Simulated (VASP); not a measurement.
Here is a VASP 6.6.1 calculation.

Contents of INCAR:

```
PREC = Accurate
ENCUT = 500
EDIFF = 1E-6
ISMEAR = 0
SIGMA = 0.15
LREAL = False
LASPH = True
NELM = 120
ALGO = Normal
ISIF = 2
LWAVE = False
LCHARG = True
GGA = CA
LELF = True
LVHAR = True
NBANDS = 16
GGA_COMPAT = False
```

KPOINTS

```
regular mesh
0
Gamma
  18 18 10
```

Contents of POSCAR:

```
Ir
1.0
    2.7323000000      0.0000000000      0.0000000000
   -1.3661500000      2.3662412107      0.0000000000
    0.0000000000      0.0000000000      4.3862420605
Ir
2
Direct
    0.6666666667      0.3333333333      0.7500000000
    0.3333333333      0.6666666667      0.2500000000
```

Potentials or basis: VASP PAW LDA potentials, release 64 (Ir).

Run with:

```console
$ cat potpaw_LDA.64/Ir/POTCAR > POTCAR
$ mpirun -np 1 vasp_std > vasp.out
```

Task: Estimate the band gap on the k mesh.

Result: Zero (band 9 reaches 11.42 eV, above the bottom of band 10 at 8.03 eV).

Task: What does it give for the pressure?

Result: -5.1 GPa.

Stress tensor (GPa, compression positive):
```
-6.38  0.00  0.00
 0.00 -6.38  0.00
 0.00  0.00 -2.62
```

Caveat: spin-orbit coupling is left out, which moves the levels of the heavy elements.
